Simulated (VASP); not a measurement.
Cu3Pd:

```
CELL_PARAMETERS angstrom
3.69000 0.00000 0.00000
0.00000 3.69000 0.00000
0.00000 0.00000 3.69000
ATOMIC_POSITIONS crystal
Cu 0.00000 0.50000 0.50000
Cu 0.50000 0.00000 0.50000
Cu 0.50000 0.50000 0.00000
Pd 0.00000 0.00000 0.00000
```

| Item | Value |
| --- | --- |
| Program | VASP 6.6.1 |
| Task | relaxation of volume and atoms at fixed shape |
| Functional | LDA |
| Potentials or basis | VASP PAW LDA potentials, release 64 (Cu, Pd) |
| Cutoff | 600 eV |
| k mesh | 11 × 11 × 11 |
| Occupations | gaussian, width 0.1 eV |
| Spin | no spin polarisation |

At the start: pressure -9.9 GPa; volume 12.56 Å³/atom.

Problem. How do energy, volume and symmetry change on relaxing?

Solution. Over 3 steps the energy falls by 24.2 meV/atom and the volume is 11.84 Å³/atom (-5.8 %); space group Pm-3m (No. 221, to 0.05 Å).

The path:
```csv
step,energy change (eV),largest force (eV/Å),pressure (GPa),volume (Å³)
1,0.0000,0.0000,-9.91,50.24
2,-0.0056,0.0000,12.31,44.81
3,-0.0969,0.0000,-0.04,47.34
```

Final structure:
```cif
data_structure
_symmetry_space_group_name_H-M 'P 1'
_symmetry_Int_Tables_number 1
_cell_length_a 3.6175
_cell_length_b 3.6175
_cell_length_c 3.6175
_cell_angle_alpha 90.000
_cell_angle_beta 90.000
_cell_angle_gamma 90.000
_cell_volume 47.34
loop_
_atom_site_label
_atom_site_type_symbol
_atom_site_fract_x
_atom_site_fract_y
_atom_site_fract_z
_atom_site_occupancy
Cu1 Cu 0.00000 0.50000 0.50000 1
Cu2 Cu 0.50000 0.00000 0.50000 1
Cu3 Cu 0.50000 0.50000 0.00000 1
Pd1 Pd 0.00000 0.00000 0.00000 1
```
